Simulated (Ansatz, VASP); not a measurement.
## C in VASP and in Ansatz

```
C
1.0
     2.50334    0.00000    0.00000
    -1.25167    2.16796    0.00000
     0.00000    0.00000    4.12717
C
4
Direct
  0.33333 0.66667 0.99975
  0.66667 0.33333 0.49975
  0.33333 0.66667 0.37425
  0.66667 0.33333 0.87425
```

Change from the starting cell: strained cell.

Alike in both runs: task relaxation of the atoms; functional r2SCAN; k mesh 9 × 9 × 6; occupations gaussian, width 0.02 eV; no spin polarisation.

|  | VASP | Ansatz |
| --- | --- | --- |
| version | VASP 6.6.1 | Ansatz 0.2.0 |
| potentials or method | VASP PAW PBE potentials, release 64 (C), cutoff 520 eV | scalar-relativistic, plane waves, PAW |
| valence electrons in the cell | 16 | 16 |

Ansatz gave:

| Item | Value |
| --- | --- |
| gap on the k mesh at the Fermi level, each at its own relaxed structure (eV) | 3.57 |

Q: Which values does VASP return?

A: gap on the k mesh at the Fermi level, each at its own relaxed structure (eV): 3.53.

VASP's potentials were made for PBE, not for r2SCAN. Ansatz's warnings: stress scf threshold loose.
